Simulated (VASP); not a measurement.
Write the native input for VASP 6.6.1 that does the following.

| Item | Value |
| --- | --- |
| Task | relaxation of the atoms |
| Functional | r2SCAN |
| Potentials or basis | VASP PAW PBE potentials, release 64 (Zr_sv, S) |
| Cutoff | 500 eV |
| k mesh | 10 × 10 × 6 |
| Occupations | fermi-dirac, width 0.01 eV |
| Spin | no spin polarisation |
| Dipole correction | no |
| Further INCAR settings | ALGO = Normal; EDIFF = 1e-07; IBRION = 2; EDIFFG = -0.02; NSW = 80 |

ZrS2:

```
Zr S
1.0
     3.69138    0.00000    0.00000
    -1.84569    3.19683    0.00000
     0.00000    0.00000    6.04108
Zr S
1 2
Direct
  0.00000 0.00000 0.00000
  0.66667 0.33333 0.76209
  0.33333 0.66667 0.23791
```

The input as run:

POSCAR

```
ZrS2
1.0
    3.6913825498      0.0000000000      0.0000000000
   -1.8456912749      3.1968310632      0.0000000000
    0.0000000000      0.0000000000      6.0410770100
Zr S
1 2
Direct
    0.0000000000      0.0000000000      0.0000000000
    0.6666666667      0.3333333333      0.7620900300
    0.3333333333      0.6666666667      0.2379099700
```

INCAR.step1

```
  PREC = Accurate
  ENCUT = 500
  ISMEAR = -1
  SIGMA = 0.01
  LREAL = F
  LASPH = T
  NELM = 120
  GGA = PE
  ALGO = Normal
  EDIFF = 1E-5
  LWAVE = T
  LCHARG = F
  GGA_COMPAT = F
  IBRION = 2
  EDIFFG = -0.01
  NELMIN = 4
  NSW = 100
```

INCAR.step2

```
  PREC = Accurate
  ENCUT = 500
  EDIFF = 1E-7
  ISMEAR = -1
  SIGMA = 0.01
  LREAL = F
  LASPH = T
  NELM = 120
  ALGO = Normal
  ISIF = 2
  LWAVE = F
  LCHARG = F
  METAGGA = R2SCAN
  LMIXTAU = T
  IBRION = 2
  NSW = 80
  EDIFFG = -0.02
  ISTART = 1
  GGA_COMPAT = F
  NELMIN = 4
```

KPOINTS

```
regular mesh
0
Gamma
  10 10 6
```

Potentials or basis: VASP PAW PBE potentials, release 64 (Zr_sv, S).

Run with:

```bash
$ cat potpaw_PBE.64/Zr_sv/POTCAR potpaw_PBE.64/S/POTCAR > POTCAR
$ cp INCAR.step1 INCAR
$ mpirun -np 1 vasp_std > vasp.out
$ cp INCAR.step2 INCAR
$ mpirun -np 1 vasp_std > vasp.out
```

It gave:

| Quantity | Value |
| --- | --- |
| Pressure after relaxing | -0.1 GPa |
| Largest force after relaxing | 0.016 eV/Å |
| Band gap on the k mesh | 1.34 eV (least direct gap 1.96 eV) |

Caveat: the relaxation stopped at its first step, so nothing moved; the PAW data sets were made with another functional, which shifts forces and pressure a little.

It took 13 min on 1 thread of Oxide Virtual Turin-like Processor, with other jobs on the host, peak memory 0.21 GiB.
